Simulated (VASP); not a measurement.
# H2C3Br (P2_1/c) in VASP: a series of runs

H2C3Br is run at these levels: PBE+D3(BJ); tasks: single point.

Everything below comes from runs of VASP 6.6.1. Logs are shortened: lines on timing, memory, paths and dates and some standing lists are left out, and cuts for length are marked.

### Step 1. The cell of the first run

The structure is monoclinic, space group P2_1/c (No. 14). The conventional cell has a = 4.035 Å, b = 5.763 Å, c = 14.411 Å, α = 90.00°, β = 98.92°, γ = 90.00°. H (site symmetry 1) has 1 C at 0.95 Å within 1.3 Å. H (site symmetry 1) has 1 C at 0.95 Å within 1.3 Å. Within 1.3 Å of C (site symmetry 1) lie 1 H at 0.95 Å. Within 1.8 Å of C (site symmetry 1) lie 2 C at 1.36 to 1.39 Å. Within 1.3 Å of C (site symmetry 1) lie 1 H at 0.95 Å. Within 2.5 Å of Br (site symmetry 1) lie 1 C at 1.90 Å.

### Step 2. Single point, PBE+D3(BJ)

INCAR reads:

```
SYSTEM = H2C3Br
ALGO = Normal
EDIFF = 1E-6
ENCUT = 520
GGA = PE
ISIF = 2
ISMEAR = 0
IVDW = 12
LASPH = .TRUE.
LCHARG = .FALSE.
LREAL = Auto
LWAVE = .FALSE.
NBANDS = 60
NELM = 60
PREC = Accurate
SIGMA = 0.1
```

KPOINTS reads:

```
k-points
0
G
  4 4 2
  0 0 0
```

POSCAR reads:

```
H2C3Br
1.0
    4.0350000000      0.0000000000      0.0000000000
    0.0000000000      5.7630000000      0.0000000000
   -2.2339833274      0.0000000000     14.2365318440
H C Br
8 12 4
Direct
    0.7431000000      0.3484000000      0.5336000000
    0.2569000000      0.8484000000      0.9664000000
    0.2569000000      0.6516000000      0.4664000000
    0.7431000000      0.1516000000      0.0336000000
    0.9878000000      0.8876000000      0.3438000000
    0.0122000000      0.3876000000      0.1562000000
    0.0122000000      0.1124000000      0.6562000000
    0.9878000000      0.6124000000      0.8438000000
    0.8482000000      0.2075000000      0.5202000000
    0.1518000000      0.7075000000      0.9798000000
    0.1518000000      0.7925000000      0.4798000000
    0.8482000000      0.2925000000      0.0202000000
    0.8477000000      0.1388000000      0.4297000000
    0.1523000000      0.6388000000      0.0703000000
    0.1523000000      0.8612000000      0.5703000000
    0.8477000000      0.3612000000      0.9297000000
    0.9945000000      0.9325000000      0.4075000000
    0.0055000000      0.4325000000      0.0925000000
    0.0055000000      0.0675000000      0.5925000000
    0.9945000000      0.5675000000      0.9075000000
    0.6403900000      0.3330100000      0.3308500000
    0.3596100000      0.8330100000      0.1691500000
    0.3596100000      0.6669900000      0.6691500000
    0.6403900000      0.1669900000      0.8308500000
```

Potentials or basis: VASP PAW PBE potentials, release 64 (H, C, Br).

The run is started by

```bash
$ cat potpaw_PBE.64/H/POTCAR potpaw_PBE.64/C/POTCAR potpaw_PBE.64/Br/POTCAR > POTCAR
$ mpirun -np 1 vasp_std > vasp.out
```

OUTCAR:

```text
SYSTEM = H2C3Br
   EDIFF = 1E-6
   ENCUT = 520
   GGA = PE
   ISIF = 2
   ISMEAR = 0
   IVDW = 12
   LASPH = .TRUE.
   LREAL = Auto
   NELM = 60
   PREC = Accurate
 IVDW          = 12

 ion  position               nearest neighbor table
   1  0.743  0.348  0.534-   9 0.95
   2  0.257  0.848  0.966-  10 0.95
   3  0.257  0.652  0.466-  11 0.95
   4  0.743  0.152  0.034-  12 0.95
   5  0.988  0.888  0.344-  17 0.95
   6  0.012  0.388  0.156-  18 0.95
   7  0.012  0.112  0.656-  19 0.95
   8  0.988  0.612  0.844-  20 0.95
   9  0.848  0.208  0.520-   1 0.95  13 1.36  19 1.39
  10  0.152  0.708  0.980-   2 0.95  14 1.36  20 1.39
  11  0.152  0.792  0.480-   3 0.95  15 1.36  17 1.39
  12  0.848  0.292  0.020-   4 0.95  16 1.36  18 1.39
  13  0.848  0.139  0.430-   9 1.36  17 1.39  21 1.90
  14  0.152  0.639  0.070-  10 1.36  18 1.39  22 1.90
  15  0.152  0.861  0.570-  11 1.36  19 1.39  23 1.90
  16  0.848  0.361  0.930-  12 1.36  20 1.39  24 1.90
  17  0.995  0.932  0.407-   5 0.95  13 1.39  11 1.39
  18  0.005  0.432  0.093-   6 0.95  14 1.39  12 1.39
  19  0.005  0.068  0.593-   7 0.95  15 1.39   9 1.39
  20  0.995  0.568  0.907-   8 0.95  16 1.39  10 1.39
  21  0.640  0.333  0.331-  13 1.90
  22  0.360  0.833  0.169-  14 1.90
  23  0.360  0.667  0.669-  15 1.90
  24  0.640  0.167  0.831-  16 1.90

  LATTYP: Found a simple monoclinic cell.
 ALAT       =     4.0350000000
 B/A-ratio  =     1.4282527881
 C/A-ratio  =     3.5563816605
 COS(beta)  =    -0.1255063883

  Lattice vectors:

 A1 = (   4.0350000000,   0.0000000000,   0.0000000000)
 A2 = (   0.0000000000,  -5.7630000000,   0.0000000000)
 A3 = (  -1.8010166726,   0.0000000000, -14.2365318440)

Analysis of symmetry for initial positions (statically):
=====================================================================
 Subroutine PRICEL returns:
 Original cell was already a primitive cell.

 Routine SETGRP: Setting up the symmetry group for a
 simple monoclinic supercell.

 Subroutine GETGRP returns: Found  4 space group operations
 (whereof  2 operations were pure point group operations)
 out of a pool of  4 trial point group operations.

The static configuration has the point symmetry S_2 .
 The point group associated with its full space group is C_2h.

Analysis of symmetry for dynamics (positions and initial velocities):
=====================================================================
 Subroutine PRICEL returns:
 Original cell was already a primitive cell.

 Routine SETGRP: Setting up the symmetry group for a
 simple monoclinic supercell.

 Subroutine GETGRP returns: Found  4 space group operations
 (whereof  2 operations were pure point group operations)
 out of a pool of  4 trial point group operations.

The dynamic configuration has the point symmetry S_2 .
 The point group associated with its full space group is C_2h.

 Subroutine INISYM returns: Found  4 space group operations
 (whereof  2 operations are pure point group operations),
 and found     1 'primitive' translations

----------------------------------------------------------------------------------------

                                     Primitive cell

  volume of cell :     331.0521

  direct lattice vectors                    reciprocal lattice vectors
     4.035000000  0.000000000  0.000000000     0.247831475  0.000000000  0.038889484
     0.000000000  5.763000000  0.000000000     0.000000000  0.173520736  0.000000000
    -2.233983327  0.000000000 14.236531844     0.000000000  0.000000000  0.070241827

  length of vectors
     4.035000000  5.763000000 14.410743230     0.250864170  0.173520736  0.070241827

  position of ions in fractional coordinates (direct lattice)
     0.743100000  0.348400000  0.533600000
     0.256900000  0.848400000  0.966400000
     0.256900000  0.651600000  0.466400000
     0.743100000  0.151600000  0.033600000
     0.987800000  0.887600000  0.343800000
     0.012200000  0.387600000  0.156200000
[... 16 lines left out ...]
     0.359610000  0.666990000  0.669150000
     0.640390000  0.166990000  0.830850000

  ion indices of the primitive-cell ions
   primitive index   ion index
                 1           1
                 2           2
                 3           3
                 4           4
                 5           5
                 6           6
[... 16 lines left out ...]
                23          23
                24          24

----------------------------------------------------------------------------------------

 KPOINTS: k-points

Automatic generation of k-mesh.
 Grid dimensions read from file:
 generate k-points for:    4    4    2

 Generating k-lattice:

  Cartesian coordinates                     Fractional coordinates (reciprocal lattice)
     0.061957869  0.000000000  0.009722371     0.250000000  0.000000000  0.000000000
     0.000000000  0.043380184  0.000000000     0.000000000  0.250000000  0.000000000
[... 47 lines left out ...]
   NFREE  =      0    steps in history (QN), initial steepest desc. (CG)
   ISIF   =      2    stress and relaxation
   ISYM   =      2    0-nonsym 1-usesym 2-fastsym
   POTIM  = 0.5000    time-step for ionic-motion
   TEBEG  =    0.0;   TEEND  =   0.0 temperature during run
   PSTRESS=    0.0 pullay stress
   NELECT =      84.0000    total number of electrons
   NUPDOWN=      -1.0000    fix difference up-down
   EMIN   =  10.00;   EMAX   =-10.00  energy-range for DOS
   EFERMI =   0.00;   METHOD = LEGACY
   ISMEAR =     0;   SIGMA  =   0.10  broadening in eV -4-tet -1-fermi 0-gaus
   EFERMI_NEDOS =   21; number of points for ismear=-14 and -15
   IALGO  =     38    algorithm
   IMIX   =      4    mixing-type and parameters
     AMIX     =   0.40;   BMIX     =  1.00
     AMIX_MAG =   1.60;   BMIX_MAG =  1.00
  volume/ion in A,a.u.               =      13.79        93.09
  Fermi-wavevector in a.u.,A,eV,Ry     =   1.036420  1.958550 14.614923  1.074167
  Thomas-Fermi vector in A             =   2.170810
   LORBIT       =      0    0 simple, 1 ext, 2 COOP (PROOUT), +10 PAW based schemes
   GGA     = PE    functional components
   LHFCALC =     F    Hartree Fock is set to
   AEXX    =    0.0000 exact exchange contribution
   IVDW    =    12    specifies the selected vdW correction
   LEPSILON=     F    determine dielectric tensor
   LRPA    =     F    only Hartree local field effects (RPA)
 non-spin polarized calculation
 Gauss-broadening in eV      SIGMA  =   0.10
  energy-cutoff  :      520.00
  volume of cell :      331.05
 maximum number of plane-waves:      8954
   NGX = 15   NGY = 21   NGZ = 53

 number of electron      84.0000008 magnetization

 Free energy of the ion-electron system (eV)
  ---------------------------------------------------
  ext. energy  EPLUGINS =         0.00000000
  ---------------------------------------------------
  free energy    TOTEN  =      -140.03376484 eV

  energy without entropy =     -140.03376484  energy(sigma->0) =     -140.03376484

 E-fermi :   0.2004     XC(G=0):  -7.9273

 val. band max:       -0.3022269493   @ k =   0.0000   0.2500   0.0000
 cond. band min:       3.4359108587   @ k =   0.5000   0.5000   0.0000
 fundamental gap:      3.7381378080
 Fermi energy:         0.2003933293

 k-point     1 :       0.0000    0.0000    0.0000
  band No.  band energies     occupation
      1     -17.0468      2.00000
      2     -17.0143      2.00000
      3     -15.8355      2.00000
      4     -15.7265      2.00000
      5     -14.7191      2.00000
      6     -14.6293      2.00000
[... 46 lines left out ...]
     53       6.5670      0.00000
     54       7.5619      0.00000

 k-point     2 :       0.2500    0.0000    0.0000
  band No.  band energies     occupation
      1     -16.9702      2.00000
      2     -16.9568      2.00000
      3     -15.7528      2.00000
      4     -15.7269      2.00000
      5     -14.6577      2.00000
      6     -14.6516      2.00000
[... 46 lines left out ...]
     53       7.3417      0.00000
     54       7.3724      0.00000
[... 853 lines left out ...]
     53       7.3024      0.00000
     54       7.3024      0.00000

 k-point    18 :       0.5000    0.5000    0.5000
  band No.  band energies     occupation
      1     -16.8627      2.00000
      2     -16.8627      2.00000
      3     -15.6991      2.00000
      4     -15.6991      2.00000
      5     -14.6649      2.00000
      6     -14.6649      2.00000
[... 46 lines left out ...]
     53       7.6097      0.00000
     54       7.6097      0.00000
 [bands above 54 left out]

------------------------ aborting loop because EDIFF is reached ----------------------------------------

 Edisp (eV)   -2.50235

 E8    (eV) :    -0.7657

  FORCE on cell =-STRESS in cart. coord.  units (eV):
  Direction    XX          YY          ZZ          XY          YZ          ZX
  --------------------------------------------------------------------------------------
  -------------------------------------------------------------------------------------
  Total       7.00078    24.41120    35.71486     0.00000     0.00000    -6.16041
  in kB      33.88133   118.14175   172.84754     0.00000     0.00000   -29.81427
  external pressure =      108.29 kB  Pullay stress =        0.00 kB

 VOLUME and BASIS-vectors are now :
 -----------------------------------------------------------------------------
  energy-cutoff  :      520.00
  volume of cell :      331.05
      direct lattice vectors                 reciprocal lattice vectors
     4.035000000  0.000000000  0.000000000     0.247831475  0.000000000  0.038889484
     0.000000000  5.763000000  0.000000000     0.000000000  0.173520736  0.000000000
    -2.233983327  0.000000000 14.236531844     0.000000000  0.000000000  0.070241827

 POSITION                                       TOTAL-FORCE (eV/Angst)
 -----------------------------------------------------------------------------------
      1.80635      2.00783      7.59661        -3.327037      6.014133      1.572244
     -1.12233      4.88933     13.75818         3.327037      6.014133     -1.572244
     -0.00534      3.75517      6.63992         3.327037     -6.014133     -1.572244
      2.92335      0.87367      0.47835        -3.327037     -6.014133      1.572244
      3.21773      5.11524      4.89452         0.929516     -1.959038     -6.674155
     -0.29972      2.23374      2.22375        -0.929516     -1.959038      6.674155
[... 16 lines left out ...]
     -0.04384      3.84386      9.52638         0.100387     -0.153068      0.230767
      0.72787      0.96236     11.82842        -0.100387     -0.153068     -0.230767
 -----------------------------------------------------------------------------------
    total drift:                               -0.000000      0.000000      0.000000

  FREE ENERGIE OF THE ION-ELECTRON SYSTEM (eV)
  ---------------------------------------------------
  free  energy   TOTEN  =      -142.5361122375 eV

  energy  without entropy=     -142.5361122375  energy(sigma->0) =     -142.53611224
```

It took 9.7 min on 1 thread of Intel Xeon Platinum 8488C (Sapphire Rapids), shared host; peak memory 0.5 GiB.

What came out:

- Free energy: -142.5361 eV
- Pressure: 10.8 GPa
- Largest force: 7.051 eV/Å
- Band gap on the k mesh: 3.74 eV (least direct gap 3.87 eV)
- Dispersion energy per atom: -0.104 eV

Forces on the atoms (eV/Å):
```
H   -3.327  6.014  1.572
H    3.327  6.014 -1.572
H    3.327 -6.014 -1.572
H   -3.327 -6.014  1.572
H    0.930 -1.959 -6.674
H   -0.930 -1.959  6.674
H   -0.930  1.959  6.674
H    0.930  1.959 -6.674
C    3.043 -5.287 -0.429
C   -3.043 -5.287  0.429
C   -3.043  5.287  0.429
C    3.043  5.287 -0.429
C    0.116 -0.340 -1.101
C   -0.116 -0.340  1.101
C   -0.116  0.340  1.101
C    0.116  0.340 -1.101
C   -0.791  1.840  6.080
C    0.791  1.840 -6.080
C    0.791 -1.840 -6.080
C   -0.791 -1.840  6.080
Br  -0.100  0.153 -0.231
Br   0.100  0.153  0.231
Br   0.100 -0.153  0.231
Br  -0.100 -0.153 -0.231
```

Levels at points of the mesh, in eV from the valence-band top:
| k point | band 39 | band 40 | band 41 | band 42 | band 43 | band 44 | band 45 | band 46 |
| --- | --- | --- | --- | --- | --- | --- | --- | --- |
| (0.00, 0.00, 0.00) | -0.81 | -0.80 | -0.28 | 0.00 | 4.17 | 4.21 | 4.27 | 4.33 |
| (0.50, 0.00, 0.00) | -1.09 | -1.07 | -0.30 | -0.06 | 3.93 | 4.02 | 4.53 | 4.62 |
| (0.00, 0.50, 0.00) | -0.78 | -0.78 | -0.05 | -0.05 | 3.94 | 3.94 | 4.10 | 4.10 |
| (0.50, 0.50, 0.00) | -0.86 | -0.86 | -0.13 | -0.13 | 3.74 | 3.74 | 4.23 | 4.23 |
| (0.00, 0.00, 0.50) | -0.80 | -0.80 | -0.13 | -0.13 | 4.22 | 4.22 | 4.25 | 4.25 |
| (0.50, 0.00, 0.50) | -1.08 | -1.08 | -0.17 | -0.17 | 3.99 | 3.99 | 4.58 | 4.58 |
| (0.00, 0.50, 0.50) | -0.80 | -0.80 | -0.05 | -0.05 | 3.93 | 3.93 | 4.10 | 4.10 |
| (0.50, 0.50, 0.50) | -0.87 | -0.87 | -0.14 | -0.14 | 3.74 | 3.74 | 4.27 | 4.27 |

Caveat: the stress differs along the axes, from 3 to 17 GPa; forces of over 1 eV/Å act on the atoms, so gaps and moduli don't describe the material at rest. A k mesh can miss the band edges.

### Step 3. Single point, PBE+D3(BJ)

This run uses another cell than the first one, of 13.68 Å³/atom.

INCAR reads:

```
SYSTEM = H2C3Br
ALGO = Normal
EDIFF = 1E-6
ENCUT = 520
GGA = PE
ISIF = 2
ISMEAR = 0
IVDW = 12
LASPH = .True.
LCHARG = .False.
LREAL = Auto
LWAVE = .False.
NBANDS = 60
NELM = 80
PREC = Accurate
SIGMA = 0.02
```

KPOINTS reads:

```
k-points
0
Gamma
  6 4 2
  0 0 0
```

POSCAR reads:

```
H2C3Br
1.0
    4.0241754177      0.0000000000      0.0160414025
    0.0000000000      5.7196835995      0.0000000000
   -2.1710410863      0.0000000000     14.2605215412
H C Br
8 12 4
Direct
    0.7272929342      0.3712185303      0.5383344744
    0.2727070658      0.8712185303      0.9616655256
    0.2727070658      0.6287814697      0.4616655256
    0.7272929342      0.1287814697      0.0383344744
    1.0007944810      0.8819068639      0.3339106091
   -0.0007944810      0.3819068639      0.1660893909
   -0.0007944810      0.1180931361      0.6660893909
    1.0007944810      0.6180931361      0.8339106091
    0.8468887055      0.2093317589      0.5212770295
    0.1531112945      0.7093317589      0.9787229705
    0.1531112945      0.7906682411      0.4787229705
    0.8468887055      0.2906682411      0.0212770295
    0.8483256208      0.1411054733      0.4286329077
    0.1516743792      0.6411054733      0.0713670923
    0.1516743792      0.8588945267      0.5713670923
    0.8483256208      0.3588945267      0.9286329077
    0.9997104388      0.9335700258      0.4064935200
    0.0002895612      0.4335700258      0.0935064800
    0.0002895612      0.0664299742      0.5935064800
    0.9997104388      0.5664299742      0.9064935200
    0.6386972099      0.3372495521      0.3299896394
    0.3613027901      0.8372495521      0.1700103606
    0.3613027901      0.6627504479      0.6700103606
    0.6386972099      0.1627504479      0.8299896394
```

Potentials or basis: VASP PAW PBE potentials, release 64 (H, C, Br).

The run is started by

```bash
$ cat potpaw_PBE.64/H/POTCAR potpaw_PBE.64/C/POTCAR potpaw_PBE.64/Br/POTCAR > POTCAR
$ mpirun -np 1 vasp_std > vasp.out
```

Run time: 13 min. Hardware: 1 thread of Intel Xeon Platinum 8488C (Sapphire Rapids), shared host; peak memory 0.55 GiB.

It converged, with:

| Item | Value |
| --- | --- |
| Free energy | -146.0708 eV |
| Pressure | 0.1 GPa |
| Largest force | 0.048 eV/Å |
| Band gap on the k mesh | 3.75 eV (least direct gap 3.86 eV) |
| Dispersion energy per atom | -0.106 eV |

Forces in eV/Å, atoms in the order of the input:
```
H   -0.007  0.014  0.002
H    0.007  0.014 -0.002
H    0.007 -0.014 -0.002
H   -0.007 -0.014  0.002
H    0.001 -0.002 -0.013
H   -0.001 -0.002  0.013
H   -0.001  0.002  0.013
H    0.001  0.002 -0.013
C   -0.023  0.032  0.014
C    0.023  0.032 -0.014
C    0.023 -0.032 -0.014
C   -0.023 -0.032  0.014
C   -0.009  0.021 -0.016
C    0.009  0.021  0.016
C    0.009 -0.021  0.016
C   -0.009 -0.021 -0.016
C    0.004 -0.021 -0.043
C   -0.004 -0.021  0.043
C   -0.004  0.021  0.043
C    0.004  0.021 -0.043
Br  -0.004  0.015 -0.015
Br   0.004  0.015  0.015
Br   0.004 -0.015  0.015
Br  -0.004 -0.015 -0.015
```

Stress tensor (GPa, compression positive):
```
0.00 0.00 0.03
0.00 0.11 0.00
0.03 0.00 0.16
```

Levels at points of the mesh, in eV from the valence-band top:
| k point | band 38 | band 39 | band 40 | band 41 | band 42 | band 43 | band 44 | band 45 | band 46 | band 47 |
| --- | --- | --- | --- | --- | --- | --- | --- | --- | --- | --- |
| (0.00, 0.00, 0.00) | -1.01 | -0.80 | -0.79 | -0.31 | -0.01 | 4.03 | 4.12 | 4.12 | 4.29 | 4.41 |
| (0.50, 0.00, 0.00) | -1.13 | -1.10 | -1.04 | -0.26 | -0.03 | 3.94 | 4.07 | 4.38 | 4.49 | 4.50 |
| (0.00, 0.50, 0.00) | -1.05 | -0.75 | -0.75 | -0.07 | -0.07 | 3.93 | 3.93 | 4.04 | 4.04 | 4.58 |
| (0.50, 0.50, 0.00) | -1.21 | -0.78 | -0.78 | -0.12 | -0.12 | 3.75 | 3.75 | 4.07 | 4.07 | 4.58 |
| (0.00, 0.00, 0.50) | -1.10 | -0.79 | -0.79 | -0.15 | -0.15 | 4.07 | 4.07 | 4.27 | 4.27 | 4.43 |
| (0.50, 0.00, 0.50) | -1.19 | -1.08 | -1.08 | -0.15 | -0.15 | 4.02 | 4.02 | 4.42 | 4.42 | 4.63 |
| (0.00, 0.50, 0.50) | -1.04 | -0.77 | -0.77 | -0.06 | -0.06 | 3.91 | 3.91 | 4.05 | 4.05 | 4.64 |
| (0.50, 0.50, 0.50) | -1.22 | -0.79 | -0.79 | -0.12 | -0.12 | 3.77 | 3.77 | 4.16 | 4.16 | 4.37 |
